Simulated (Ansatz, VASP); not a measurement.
# Ge: VASP beside Ansatz

INCAR

```
SYSTEM = Ge
ALGO = Normal
EDIFF = 1E-6
ENCUT = 500
GGA = PE
GGA_COMPAT = .False.
ISIF = 2
ISMEAR = -1
LASPH = .True.
LCHARG = .False.
LREAL = .False.
LWAVE = .False.
NBANDS = 21
NELM = 120
PREC = Accurate
SIGMA = 0.025
```

KPOINTS

```
k-points
0
Gamma
  6 6 6
  0 0 0
```

POSCAR

```
Ge
1.0
    0.0000000000      2.8200000000      2.8200000000
    2.8200000000      0.0000000000      2.8200000000
    2.8200000000      2.8200000000      0.0000000000
Ge
2
Direct
    0.0000000000      0.0000000000      0.0000000000
    0.2500000000      0.2500000000      0.2500000000
```

Input for Ansatz:

```yaml
crystal:
  atoms:
  - position: [0.0, 0.0, 0.0]
    symbol: Ge
  - position: [0.25, 0.25, 0.25]
    symbol: Ge
  lattice:
  - [0.0, 2.82, 2.82]
  - [2.82, 0.0, 2.82]
  - [2.82, 2.82, 0.0]
hamiltonian:
  dispersion: none
  pseudopotentials:
    kind: all_electron
    lapw: {basis_error: 0.025 meV}
    relativity: scalar
  xc: pbe
kpoints:
  mp_grid:
    grid: [6, 6, 6]
    shift: [0, 0, 0]
magnetization: {spin_polarized: false}
output: {forces: true, stress: true}
scf:
  convergence: {dr2_threshold: 1e-10 eV}
  lower_state_search: 'off'
  max_iter: 200
  occupations: {method: fermi_dirac, width: 0.025}
```

Alike in both runs: task single point; functional PBE; k mesh 6 × 6 × 6; occupations fermi-dirac, width 0.025 eV; no spin polarisation.

```csv
,VASP,Ansatz
version,VASP 6.6.1,Ansatz 0.2 development build
potentials or method,"VASP PAW PBE potentials, release 64 (Ge_d), cutoff 500 eV","all-electron full-potential LAPW, scalar-relativistic"
```

Ansatz gave:

```
pressure (GPa) : 4.3
```

Q: Which values does VASP return?

A: Pressure (GPa): 4.1.

Ansatz ran all-electron here, and VASP with PAW potentials.
